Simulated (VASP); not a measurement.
Ga3P:

```
Ga P
1.0
     4.14031    0.00000    0.00000
     0.00000    4.14031    0.00000
     0.00000    0.00000    4.14031
Ga P
3 1
Direct
  0.00000 0.50000 0.50000
  0.50000 0.00000 0.50000
  0.50000 0.50000 0.00000
  0.00000 0.00000 0.00000
```

| Property | Result |
| --- | --- |
| Program | VASP 6.6.1 |
| Task | relaxation of cell and atoms |
| Functional | PBE |
| Potentials or basis | VASP PAW PBE potentials, release 64 (Ga_d, P) |
| Cutoff | 600 eV |
| k mesh | 12 × 12 × 12 |
| Occupations | gaussian, width 0.1 eV |
| Spin | no spin polarisation |

At the start: pressure 2.0 GPa; volume 17.74 Å³/atom.

**Question.** How do energy, volume and symmetry change on relaxing?

**Answer.** Over 3 steps the energy falls by 3.9 meV/atom and the volume is 18.41 Å³/atom (+3.7 %); space group Pm-3m (No. 221, to 0.1 Å) before and after.

Step by step:
```
step  energy change (eV)  largest force (eV/Å)  pressure (GPa)  volume (Å³)
   1              0.0000                0.0000            2.02        70.97
   2             -0.0153                0.0000            0.21        73.29
   3             -0.0154                0.0000           -0.07        73.63
```

Final structure:
```
Ga P
1.0
     4.19142    0.00000    0.00000
     0.00000    4.19142    0.00000
     0.00000    0.00000    4.19142
Ga P
3 1
Direct
  0.00000 0.50000 0.50000
  0.50000 0.00000 0.50000
  0.50000 0.50000 0.00000
  0.00000 0.00000 0.00000
```
